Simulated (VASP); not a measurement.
# As (R-3m) in VASP: electric field gradients with PBEsol

Aim: the electric field gradients of As with PBEsol.

Program: VASP 6.6.1. These are calculated values, not measurements. Logs are shortened: lines on timing, memory, paths and dates and some standing lists are left out, and cuts for length are marked.

## 1. The cell of the first run

The structure is trigonal, space group R-3m (No. 166). Conventional cell: a = 3.759 Å, b = 3.759 Å, c = 10.457 Å, α = 90.00°, β = 90.00°, γ = 120.00°. Within 3.3 Å of As (site symmetry 3m) lie 6 As at 2.52 to 3.10 Å.

## 2. Electric field gradients, PBEsol

File INCAR:

```
SYSTEM = As
  PREC = Accurate
  ENCUT = 400
  EDIFF = 1E-8
  ISMEAR = -4
  SIGMA = 0.1
  LREAL = .False.
  LASPH = .True.
  NELM = 120
  ALGO = Normal
  ISIF = 2
  LWAVE = .False.
  LCHARG = .False.
  GGA = PS
  LEFG = .True.
  NBANDS = 12
  GGA_COMPAT = .False.
```

File KPOINTS:

```
Automatic mesh
0
Gamma
  3 3 3
  0 0 0
```

File POSCAR:

```
As
1.0
    1.8797494575      1.0852738553      3.4857700000
   -1.8797494575      1.0852738553      3.4857700000
    0.0000000000     -2.1705477106      3.4857700000
As
2
Direct
    0.2275400000      0.2275400000      0.2275400000
    0.7724600000      0.7724600000      0.7724600000
```

Potentials or basis: VASP PAW PBE potentials, release 64 (As).

Launch:

```
cat potpaw_PBE.64/As/POTCAR > POTCAR
mpirun -np 1 vasp_std > vasp.out
```

OUTCAR:

```text
SYSTEM = As
   PREC = Accurate
   ENCUT = 400
   EDIFF = 1E-8
   ISMEAR = -4
   LREAL = .False.
   LASPH = .True.
   NELM = 120
   ISIF = 2
   GGA = PS

 ion  position               nearest neighbor table
   1  0.228  0.228  0.228-   2 2.52   2 2.52   2 2.52
   2  0.772  0.772  0.772-   1 2.52   1 2.52   1 2.52

  LATTYP: Found a trigonal (rhomboedric) cell.
 ALAT       =     4.1063207202
 COS(alpha) =     0.5808936906

  Lattice vectors:

 A1 = (   1.8797494575,   1.0852738553,   3.4857700000)
 A2 = (  -1.8797494575,   1.0852738553,   3.4857700000)
 A3 = (   0.0000000000,  -2.1705477106,   3.4857700000)

Analysis of symmetry for initial positions (statically):
=====================================================================
 Subroutine PRICEL returns:
 Original cell was already a primitive cell.

 Routine SETGRP: Setting up the symmetry group for a
 trigonal (rhombohedral) supercell.

 Subroutine GETGRP returns: Found 12 space group operations
 (whereof 12 operations were pure point group operations)
 out of a pool of 12 trial point group operations.

The static configuration has the point symmetry D_3d.

Analysis of symmetry for dynamics (positions and initial velocities):
=====================================================================
 Subroutine PRICEL returns:
 Original cell was already a primitive cell.

 Routine SETGRP: Setting up the symmetry group for a
 trigonal (rhombohedral) supercell.

 Subroutine GETGRP returns: Found 12 space group operations
 (whereof 12 operations were pure point group operations)
 out of a pool of 12 trial point group operations.

The dynamic configuration has the point symmetry D_3d.

 Subroutine INISYM returns: Found 12 space group operations
 (whereof 12 operations are pure point group operations),
 and found     1 'primitive' translations

----------------------------------------------------------------------------------------

                                     Primitive cell

  volume of cell :      42.6667

  direct lattice vectors                    reciprocal lattice vectors
     1.879749457  1.085273855  3.485770000     0.265992895  0.153571070  0.095626887
    -1.879749457  1.085273855  3.485770000    -0.265992895  0.153571070  0.095626887
     0.000000000 -2.170547711  3.485770000     0.000000000 -0.307142139  0.095626887

  length of vectors
     4.106320720  4.106320720  4.106320720     0.321684310  0.321684310  0.321684310

  position of ions in fractional coordinates (direct lattice)
     0.227540000  0.227540000  0.227540000
     0.772460000  0.772460000  0.772460000

  ion indices of the primitive-cell ions
   primitive index   ion index
                 1           1
                 2           2

----------------------------------------------------------------------------------------

 KPOINTS: Automatic mesh

Automatic generation of k-mesh.
 Grid dimensions read from file:
 generate k-points for:    3    3    3

 Generating k-lattice:

  Cartesian coordinates                     Fractional coordinates (reciprocal lattice)
     0.088664298  0.051190357  0.031875629     0.333333333 -0.000000000 -0.000000000
    -0.088664298  0.051190357  0.031875629    -0.000000000  0.333333333 -0.000000000
     0.000000000 -0.102380713  0.031875629    -0.000000000 -0.000000000  0.333333333

  Length of vectors
     0.107228103  0.107228103  0.107228103

  Shift w.r.t. Gamma in fractional coordinates (k-lattice)
     0.000000000  0.000000000  0.000000000

 TETIRR: Found     14 inequivalent tetrahedra from      162

 Subroutine IBZKPT returns following result:
 ===========================================

 Found      6 irreducible k-points:

 Following reciprocal coordinates:
            Coordinates               Weight
  0.000000  0.000000  0.000000      1.000000
  0.333333  0.000000  0.000000      6.000000
  0.333333  0.333333  0.000000      6.000000
 -0.333333  0.333333  0.000000      6.000000
  0.333333  0.333333  0.333333      2.000000
 -0.333333  0.333333  0.333333      6.000000
   k-points           NKPTS =      6   k-points in BZ     NKDIM =      6   number of bands    NBANDS=     12
   number of dos      NEDOS =    301   number of ions     NIONS =      2
   total plane-waves  NPLWV =  21952
   dimension x,y,z NGX =    28 NGY =   28 NGZ =   28
   dimension x,y,z NGXF=    56 NGYF=   56 NGZF=   56
   ions per type =               2
   NGX,Y,Z   is equivalent  to a cutoff of  11.34, 11.34, 11.34 a.u.
   NGXF,Y,Z  is equivalent  to a cutoff of  22.67, 22.67, 22.67 a.u.
 SYSTEM =  As
   PREC   = accura    normal or accurate (medium, high low for compatibility)
   ISTART =      0    job   : 0-new  1-cont  2-samecut
   ICHARG =      2    charge: 1-file 2-atom 10-const
   ISPIN  =      1    spin polarized calculation?
   LNONCOLLINEAR =      F non collinear calculations
   LSORBIT =      F    spin-orbit coupling
   LASPH  =      T    aspherical Exc in radial PAW
   ENCUT  =  400.0 eV  29.40 Ry    5.42 a.u.   6.70  6.70  6.70*2*pi/ulx,y,z
   NELM   =    120;   NELMIN=  2; NELMDL= -5     # of ELM steps
   EDIFF  = 0.1E-07   stopping-criterion for ELM
   LREAL  =      F    real-space projection
   EDIFFG = 0.1E-06   stopping-criterion for IOM
   NSW    =      0    number of steps for IOM
   IBRION =     -1    ionic relax: 0-MD 1-quasi-New 2-CG
   NFREE  =      0    steps in history (QN), initial steepest desc. (CG)
   ISIF   =      2    stress and relaxation
   ISYM   =      2    0-nonsym 1-usesym 2-fastsym
   POTIM  = 0.5000    time-step for ionic-motion
   TEBEG  =    0.0;   TEEND  =   0.0 temperature during run
   PSTRESS=    0.0 pullay stress
   NELECT =      10.0000    total number of electrons
   NUPDOWN=      -1.0000    fix difference up-down
   EMIN   =  10.00;   EMAX   =-10.00  energy-range for DOS
   EFERMI =   0.00;   METHOD = LEGACY
   ISMEAR =    -4;   SIGMA  =   0.10  broadening in eV -4-tet -1-fermi 0-gaus
   EFERMI_NEDOS =   21; number of points for ismear=-14 and -15
   IALGO  =     38    algorithm
   IMIX   =      4    mixing-type and parameters
     AMIX     =   0.40;   BMIX     =  1.00
     AMIX_MAG =   1.60;   BMIX_MAG =  1.00
  volume/ion in A,a.u.               =      21.33       143.96
  Fermi-wavevector in a.u.,A,eV,Ry     =   1.009358  1.907409 13.861654  1.018803
  Thomas-Fermi vector in A             =   2.142281
   LORBIT       =      0    0 simple, 1 ext, 2 COOP (PROOUT), +10 PAW based schemes
   GGA     = PS    functional components
   LHFCALC =     F    Hartree Fock is set to
   AEXX    =    0.0000 exact exchange contribution
   IVDW    =     0    specifies the selected vdW correction
   LEPSILON=     F    determine dielectric tensor
   LRPA    =     F    only Hartree local field effects (RPA)
 non-spin polarized calculation
 Fermi weights with tetrahedron method witout Bloechl corrections
  energy-cutoff  :      400.00
  volume of cell :       42.67
 maximum number of plane-waves:       784
   NGX = 13   NGY = 13   NGZ = 13

 number of electron      10.0000000 magnetization

 Free energy of the ion-electron system (eV)
  ---------------------------------------------------
  ext. energy  EPLUGINS =         0.00000000
  ---------------------------------------------------
  free energy    TOTEN  =       -10.34014837 eV

  energy without entropy =      -10.34014837  energy(sigma->0) =      -10.34014837

 E-fermi :   4.7990     XC(G=0): -10.1555

 val. band max:        4.7120852398   @ k =   0.3333   0.3333   0.3333
 cond. band min:       6.0401827272   @ k =   0.3333   0.0000   0.0000
 fundamental gap:      1.3280974875
 Fermi energy:         4.7990426923

 k-point     1 :       0.0000    0.0000    0.0000
  band No.  band energies     occupation
      1      -9.6327      2.00000
      2      -0.3370      2.00000
      3       2.8653      2.00000
      4       3.4704      2.00000
      5       3.4704      2.00000
      6       7.2677      0.00000
      7       8.4197      0.00000
      8       8.4197      0.00000
      9      12.1470      0.00000
     10      12.1470      0.00000
     11      12.5059      0.00000
     12      14.0794      0.00000
[... 61 lines left out ...]
 k-point     6 :      -0.3333    0.3333    0.3333
  band No.  band energies     occupation
      1      -7.1211      2.00000
      2      -4.6431      2.00000
      3      -0.6325      2.00000
      4       2.1398      2.00000
      5       3.1643      2.00000
      6       7.8960      0.00000
      7       8.3005      0.00000
      8      11.4328      0.00000
      9      11.8101      0.00000
     10      13.8693      0.00000
     11      15.2657      0.00000
     12      17.9229      0.00000

------------------------ aborting loop because EDIFF is reached ----------------------------------------

  FORCE on cell =-STRESS in cart. coord.  units (eV):
  Direction    XX          YY          ZZ          XY          YZ          ZX
  --------------------------------------------------------------------------------------
  -------------------------------------------------------------------------------------
  Total        0.9455471      0.9455471     -0.9694101     -0.0000000      0.0000000      0.0000000
  in kB       35.5062203     35.5062203    -36.4023011     -0.0000000      0.0000000      0.0000000
  external PRESSURE =      11.5367131 kB  Pullay stress =       0.0000000 kB

 VOLUME and BASIS-vectors are now :
 -----------------------------------------------------------------------------
  energy-cutoff  :      400.00
  volume of cell :       42.67
      direct lattice vectors                 reciprocal lattice vectors
     1.879749457  1.085273855  3.485770000     0.265992895  0.153571070  0.095626887
    -1.879749457  1.085273855  3.485770000    -0.265992895  0.153571070  0.095626887
     0.000000000 -2.170547711  3.485770000     0.000000000 -0.307142139  0.095626887

 POSITION                                       TOTAL-FORCE (eV/Angst)
 -----------------------------------------------------------------------------------
      0.00000      0.00000      2.37946         0.000000     -0.000000     -0.139326
      0.00000      0.00000      8.07785         0.000000      0.000000      0.139326
 -----------------------------------------------------------------------------------
    total drift:                               -0.000000      0.000000     -0.000000

  FREE ENERGIE OF THE ION-ELECTRON SYSTEM (eV)
  ---------------------------------------------------
  free  energy   TOTEN  =       -10.3401483658 eV

  energy  without entropy=      -10.3401483658  energy(sigma->0) =      -10.34014837

 Electric field gradients (V/A^2)
---------------------------------------------------------------------
 ion       V_xx      V_yy      V_zz      V_xy      V_xz      V_yz
---------------------------------------------------------------------
   1      10.485    10.485   -20.971    -0.000     0.000    -0.000
   2      10.485    10.485   -20.971    -0.000     0.000    -0.000
---------------------------------------------------------------------

 Electric field gradients after diagonalization (V/A^2)
 (convention: |V_zz| > |V_xx| > |V_yy|)
----------------------------------------------------------------------
 ion       V_xx      V_yy      V_zz     asymmetry (V_yy - V_xx)/ V_zz
----------------------------------------------------------------------
   1      10.485    10.485   -20.971       0.000
   2      10.485    10.485   -20.971       0.000
----------------------------------------------------------------------

           NMR quadrupolar parameters

 Cq : quadrupolar parameter    Cq=e*Q*V_zz/h
 eta: asymmetry parameters     (V_yy - V_xx)/ V_zz
 Q  : nuclear electric quadrupole moment in mb (millibarn)
----------------------------------------------------------------------
 ion       Cq(MHz)       eta       Q (mb)
----------------------------------------------------------------------
   1      -0.051       0.000       1.000
   2      -0.051       0.000       1.000
----------------------------------------------------------------------
```

It took 14 s on 1 thread of Intel Xeon 8259CL, shared host; peak memory 0.14 GiB.

Results:

| Property | Result |
| --- | --- |
| Free energy | -10.3401 eV |
| Pressure | 1.2 GPa |
| Largest force | 0.139 eV/Å |
| Band gap on the k mesh | 1.33 eV, indirect (least direct gap 1.75 eV) |

Forces in eV/Å, atoms in the order of the input:
```
As   0.000  0.000 -0.139
As   0.000  0.000  0.139
```

Stress tensor (GPa, compression positive):
```
 3.55  0.00  0.00
 0.00  3.55  0.00
 0.00  0.00 -3.64
```

Electric field gradients, principal values (V/Å²):
| atom | least | middle | greatest (by size) |
| --- | --- | --- | --- |
| 1 As | 10.485 | 10.485 | -20.971 |
| 2 As | 10.485 | 10.485 | -20.971 |

Caveat: the k points lie up to 0.67 Å⁻¹ apart; without QUAD_EFG the Cq values of the log hold for a quadrupole moment of 1 mb, not for the nuclei; the PAW data sets were made with another functional, which shifts forces and pressure a little. A hybrid or GW would open this gap; PBEsol tends to underestimate it.
